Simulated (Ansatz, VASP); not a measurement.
# Two plane-wave programs on HfB3N

```
Hf B N
1.0
     5.83031   -1.49920    0.03878
     5.83031    1.49920    0.03878
    -2.24394    0.00000    5.61530
Hf B N
2 6 2
Direct
  0.44624 0.44624 0.19690
  0.55376 0.55376 0.80310
  0.76837 0.76837 0.06905
  0.23163 0.23163 0.93095
  0.27787 0.27787 0.48000
  0.72213 0.72213 0.52000
  0.16872 0.16872 0.61131
  0.83128 0.83128 0.38869
  0.00000 0.00000 0.50000
  0.00000 0.00000 0.00000
```

Change from the starting cell: species swapped into the YbGa3Cu type (C2/m, No. 12).

Alike in both runs: functional PBE; k mesh 10 × 10 × 6; occupations gaussian, width 0.1 eV; no spin polarisation.

Ansatz relaxed the structure, and its values are those at the end. VASP's run is a single point on that final structure, the one shown.

```csv
,VASP,Ansatz
version,VASP 6.6.1,Ansatz 0.2.0
potentials or method,"VASP PAW PBE potentials, release 64 (Hf_pv, B, N), cutoff 520 eV","scalar-relativistic, plane waves, PAW"
valence electrons in the cell,48,80
```

```csv
,VASP,Ansatz,Ansatz less VASP
gap on the k mesh at the Fermi level (eV),none,none,-
pressure (GPa),-1.0,0.0,+0.98
rms of the force components (eV/Å),0.016,0.002,-0.0144
```

A gap of «none» marks a metal or a gap that the smearing closes. VASP's potentials hold 48 valence electrons a cell and Ansatz's 80, so a difference there can come from the potentials and not from the codes.

Spin-orbit coupling is off throughout.
